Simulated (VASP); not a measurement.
# ScInTeSe (P-6m2) in VASP: relaxation of cell and atoms with PBE

Aim: the relaxation of cell and atoms of ScInTeSe with PBE.

Program: VASP 6.6.1. These are calculated values, not measurements. Logs are shortened: lines on timing, memory, paths and dates and some standing lists are left out, and cuts for length are marked.

## (1) The cell of the first run

The structure is hexagonal, space group P-6m2 (No. 187). The conventional cell has a = 4.149 Å, b = 4.149 Å, c = 15.317 Å, α = 90.00°, β = 90.00°, γ = 120.00°. Sc (site symmetry 3m) has 3 Se at 2.75 Å and 3 Te at 2.94 Å within 3.6 Å. Within 4.4 Å of In (site symmetry -6m2) lie 6 Se at 3.32 Å and 6 In at 4.15 Å and 6 Sc at 4.37 Å. Within 4.4 Å of In (site symmetry -6m2) lie 6 Te at 3.32 Å and 6 In at 4.15 Å. Te (site symmetry 3m) has 3 Sc at 2.94 Å and 3 In at 3.32 Å and 3 Se at 3.88 Å within 3.9 Å. Within 3.6 Å of Se (site symmetry 3m) lie 3 Sc at 2.75 Å and 3 In at 3.32 Å.

## (2) Relaxation of cell and atoms, PBE

INCAR reads:

```
ALGO = Normal ; EDIFF = 1E-6
EDIFFG = -0.01 ; ENCUT = 600
GGA = PE ; IBRION = 2
ISIF = 3 ; ISMEAR = 0
LASPH = T ; LCHARG = F
LREAL = F ; LWAVE = F
NELM = 100 ; NSW = 100
PREC = Accurate ; SIGMA = 0.1
```

KPOINTS reads:

```
k-points
0
Gamma
  12 12 2
```

POSCAR reads:

```
ScInTeSe
1.0
    4.1493228226      0.0000000000      0.0000000000
   -2.0746614113      3.5934189728      0.0000000000
    0.0000000000      0.0000000000     15.3165659323
Sc In Te Se
2 2 2 2
Direct
    0.3333333333      0.6666666667      0.2615522934
    0.3333333333      0.6666666667      0.7384477066
    0.6666666667      0.3333333333      0.5000000000
    0.0000000000      0.0000000000      0.0000000000
    0.6666666667      0.3333333333      0.1499408490
    0.6666666667      0.3333333333      0.8500591510
    0.0000000000      0.0000000000      0.3494667508
    0.0000000000      0.0000000000      0.6505332492
```

Potentials or basis: VASP PAW PBE potentials, release 64 (Sc_sv, In_d, Te, Se).

The run is started by

```bash
$ cat potpaw_PBE.64/Sc_sv/POTCAR potpaw_PBE.64/In_d/POTCAR potpaw_PBE.64/Te/POTCAR potpaw_PBE.64/Se/POTCAR > POTCAR
$ mpirun -np 1 vasp_std > vasp.out
```

OUTCAR:

```text
EDIFF = 1E-6
   EDIFFG = -0.01
   ENCUT = 600
   GGA = PE
   IBRION = 2
   ISIF = 3
   ISMEAR = 0
   LASPH = T
   LREAL = F
   NELM = 100
   NSW = 100
   PREC = Accurate

 ion  position               nearest neighbor table
   1  0.333  0.667  0.262-   7 2.75   7 2.75   7 2.75   5 2.94   5 2.94   5 2.94
   2  0.333  0.667  0.738-   8 2.75   8 2.75   8 2.75   6 2.94   6 2.94   6 2.94
   3  0.667  0.333  0.500-   7 3.32   8 3.32   7 3.32   8 3.32   7 3.32   8 3.32
   4  0.000  0.000  0.000-   5 3.32   6 3.32   5 3.32   6 3.32   5 3.32   6 3.32
   5  0.667  0.333  0.150-   1 2.94   1 2.94   1 2.94   4 3.32   4 3.32   4 3.32
   6  0.667  0.333  0.850-   2 2.94   2 2.94   2 2.94   4 3.32   4 3.32   4 3.32
   7  0.000  0.000  0.349-   1 2.75   1 2.75   1 2.75   3 3.32   3 3.32   3 3.32
   8  0.000  0.000  0.651-   2 2.75   2 2.75   2 2.75   3 3.32   3 3.32   3 3.32

  LATTYP: Found a hexagonal cell.
 ALAT       =     4.1493228226
 C/A-ratio  =     3.6913411145

  Lattice vectors:

 A1 = (   4.1493228226,   0.0000000000,   0.0000000000)
 A2 = (  -2.0746614113,   3.5934189728,   0.0000000000)
 A3 = (   0.0000000000,   0.0000000000,  15.3165659323)

Analysis of symmetry for initial positions (statically):
=====================================================================
 Subroutine PRICEL returns:
 Original cell was already a primitive cell.

 Routine SETGRP: Setting up the symmetry group for a
 hexagonal supercell.

 Subroutine GETGRP returns: Found 12 space group operations
 (whereof 12 operations were pure point group operations)
 out of a pool of 24 trial point group operations.

The static configuration has the point symmetry D_3h.

Analysis of symmetry for dynamics (positions and initial velocities):
=====================================================================
 Subroutine PRICEL returns:
 Original cell was already a primitive cell.

 Routine SETGRP: Setting up the symmetry group for a
 hexagonal supercell.

 Subroutine GETGRP returns: Found 12 space group operations
 (whereof 12 operations were pure point group operations)
 out of a pool of 24 trial point group operations.

The dynamic configuration has the point symmetry D_3h.

 Subroutine INISYM returns: Found 12 space group operations
 (whereof 12 operations are pure point group operations),
 and found     1 'primitive' translations

----------------------------------------------------------------------------------------

                                     Primitive cell
[... 126 lines left out ...]
  Thomas-Fermi vector in A             =   2.250811
   LORBIT       =      0    0 simple, 1 ext, 2 COOP (PROOUT), +10 PAW based schemes
   GGA     = PE    functional components
   LHFCALC =     F    Hartree Fock is set to
   AEXX    =    0.0000 exact exchange contribution
   IVDW    =     0    specifies the selected vdW correction
   LEPSILON=     F    determine dielectric tensor
   LRPA    =     F    only Hartree local field effects (RPA)
 conjugate gradient relaxation of ions
 non-spin polarized calculation
 Gauss-broadening in eV      SIGMA  =   0.10
  energy-cutoff  :      600.00
  volume of cell :      228.37
 maximum number of plane-waves:      7660
 NGX is ok and might be reduce to    36
   NGX = 17   NGY = 17   NGZ = 61

--------------------------------------- Ionic step        1  -------------------------------------------

 number of electron      71.9999989 magnetization

 Free energy of the ion-electron system (eV)
  ---------------------------------------------------
  ext. energy  EPLUGINS =         0.00000000
  ---------------------------------------------------
  free energy    TOTEN  =       -38.90645571 eV

  energy without entropy =      -38.90315927  energy(sigma->0) =      -38.90480749

------------------------ aborting loop because EDIFF is reached ----------------------------------------

  FORCE on cell =-STRESS in cart. coord.  units (eV):
  Direction    XX          YY          ZZ          XY          YZ          ZX
  --------------------------------------------------------------------------------------
  -------------------------------------------------------------------------------------
  Total       -0.7308003     -0.7308003      2.6532720      0.0000000      0.0000000      0.0000000
  in kB       -5.1269939     -5.1269939     18.6142644      0.0000000      0.0000000      0.0000000
  external PRESSURE =       2.7867589 kB  Pullay stress =       0.0000000 kB
[... 107 lines left out ...]
  FREE ENERGIE OF THE ION-ELECTRON SYSTEM (eV)
  ---------------------------------------------------
  free  energy   TOTEN  =       -38.9706187613 eV

  energy  without entropy=      -38.9692071858  energy(sigma->0) =      -38.96991297

[... ionic steps 4 to 14 ...]

--------------------------------------- Ionic step       15  -------------------------------------------

 number of electron      72.0000004 magnetization

------------------------ aborting loop because EDIFF is reached ----------------------------------------
[... 79 lines left out ...]
--------------------------------------- Ionic step       17  -------------------------------------------

 number of electron      72.0000003 magnetization

 Free energy of the ion-electron system (eV)
  ---------------------------------------------------
  ext. energy  EPLUGINS =         0.00000000
  ---------------------------------------------------
  free energy    TOTEN  =       -38.99275462 eV

  energy without entropy =      -38.99119664  energy(sigma->0) =      -38.99197563

 E-fermi :   5.5032     XC(G=0):  -9.3551

 val. band max:        5.3929578099   @ k =   0.0833  -0.0000   0.0000
 cond. band min:       5.5507261767   @ k =   0.3333   0.3333   0.0000
 fundamental gap:      0.1577683668
 Fermi energy:         5.5032499299

 k-point     1 :       0.0000    0.0000    0.0000
  band No.  band energies     occupation
      1     -45.2670      2.00000
      2     -45.2670      2.00000
      3     -23.8814      2.00000
      4     -23.8814      2.00000
      5     -23.8634      2.00000
      6     -23.8634      2.00000
[... 1093 lines left out ...]
     42       6.7981      0.00000
     43       6.8824      0.00000

 [... further k-points ...]

------------------------ aborting loop because EDIFF is reached ----------------------------------------

  FORCE on cell =-STRESS in cart. coord.  units (eV):
  Direction    XX          YY          ZZ          XY          YZ          ZX
  --------------------------------------------------------------------------------------
  -------------------------------------------------------------------------------------
  Total        0.0297539      0.0297539      0.0249243      0.0000000      0.0000000      0.0000000
  in kB        0.2101271      0.2101271      0.1760202      0.0000000      0.0000000      0.0000000
  external PRESSURE =       0.1987581 kB  Pullay stress =       0.0000000 kB
[... 23 lines left out ...]
  FREE ENERGIE OF THE ION-ELECTRON SYSTEM (eV)
  ---------------------------------------------------
  free  energy   TOTEN  =       -38.9927546171 eV

  energy  without entropy=      -38.9911966433  energy(sigma->0) =      -38.99197563

 reached required accuracy - stopping structural energy minimisation
```

CONTCAR:

```text
ScInTeSe
   1.00000000000000
     4.0627582088373639    0.0000000000000000   -0.0000000000000000
    -2.0313791044186820    3.5184518182173679    0.0000000000000000
    -0.0000000000000000    0.0000000000000000   15.8708186682241639
  Sc              In              Te              Se
     2     2     2     2
Direct
     0.3333333332999970    0.6666666667000030    0.2636977789865051
     0.3333333332999970    0.6666666667000030    0.7363022210134949
     0.6666666667000030    0.3333333332999970    0.5000000000000000
     1.0000000000000000    0.0000000000000000    0.0000000000000000
     0.6666666667000030    0.3333333332999970    0.1519593237968950
     0.6666666667000030    0.3333333332999970    0.8480406762030976
     0.0000000000000000    0.0000000000000000    0.3550271960645931
     0.0000000000000000    0.0000000000000000    0.6449728039354067

  0.00000000E+00  0.00000000E+00  0.00000000E+00
  0.00000000E+00  0.00000000E+00  0.00000000E+00
  0.00000000E+00  0.00000000E+00  0.00000000E+00
  0.00000000E+00  0.00000000E+00  0.00000000E+00
  0.00000000E+00  0.00000000E+00  0.00000000E+00
  0.00000000E+00  0.00000000E+00  0.00000000E+00
  0.00000000E+00  0.00000000E+00  0.00000000E+00
  0.00000000E+00  0.00000000E+00  0.00000000E+00
```

Wall time 1.6 h (1 thread of Intel Xeon Platinum 8259CL at 2.50GHz (Skylake/Cascade Lake), shared host); peak memory 0.73 GiB.

Results:

- Free energy: -38.9928 eV
- Relaxed volume: 28.36 Å³/atom
- Relaxed cell: a = 4.063 Å, b = 4.063 Å, c = 15.871 Å, α = 90.00°, β = 90.00°, γ = 120.00°
- Space group after relaxing (to 0.1 Å): P-6m2 (No. 187)
- Energy gained by relaxing: 10.8 meV/atom
- Ionic steps: 17
- Pressure after relaxing: 0.0 GPa
- Largest force after relaxing: 0.008 eV/Å
- Band gap on the k mesh: zero (bands 36 and 37 overlap by 0.08 eV)

Forces in eV/Å, atoms in the order of the input:
```
Sc   0.000  0.000  0.007
Sc   0.000  0.000 -0.007
In   0.000  0.000  0.000
In   0.000  0.000  0.000
Te   0.000  0.000  0.000
Te   0.000  0.000  0.000
Se   0.000  0.000 -0.008
Se   0.000  0.000  0.008
```

The path:
| step | energy change (eV) | largest force (eV/Å) | pressure (GPa) | volume (Å³) |
| --- | --- | --- | --- | --- |
| 1 | 0.0000 | 0.2864 | 0.28 | 228.37 |
| 2 | -0.0450 | 0.1877 | -0.22 | 229.99 |
| 3 | -0.0642 | 0.1488 | -0.82 | 231.96 |
| 4 | -0.0794 | 0.0619 | 0.04 | 226.83 |
| 5 | -0.0797 | 0.0602 | -0.07 | 227.44 |
| 6 | -0.0810 | 0.0606 | 0.01 | 227.13 |
| 7 | -0.0813 | 0.0743 | 0.18 | 226.43 |
| 8 | -0.0817 | 0.0618 | 0.12 | 226.72 |
| 9 | -0.0826 | 0.0534 | 0.03 | 227.08 |
| 10 | -0.0832 | 0.0417 | -0.18 | 228.05 |
| 11 | -0.0833 | 0.0385 | -0.14 | 227.80 |
| 12 | -0.0841 | 0.0340 | -0.10 | 227.59 |
| 13 | -0.0856 | 0.0343 | -0.01 | 226.95 |
| 14 | -0.0858 | 0.0339 | 0.03 | 226.71 |
| 15 | -0.0861 | 0.0234 | 0.00 | 226.87 |
| 16 | -0.0862 | 0.0189 | -0.03 | 227.05 |
| 17 | -0.0863 | 0.0076 | 0.02 | 226.87 |

Final structure:
```
CELL_PARAMETERS angstrom
4.06276 0.00000 0.00000
-2.03138 3.51845 0.00000
0.00000 0.00000 15.87082
ATOMIC_POSITIONS crystal
Sc 0.33333 0.66667 0.26370
Sc 0.33333 0.66667 0.73630
In 0.66667 0.33333 0.50000
In 0.00000 0.00000 0.00000
Te 0.66667 0.33333 0.15196
Te 0.66667 0.33333 0.84804
Se 0.00000 0.00000 0.35503
Se 0.00000 0.00000 0.64497
```

Caveat: spin-orbit coupling is left out, which moves the levels of the heavy elements.
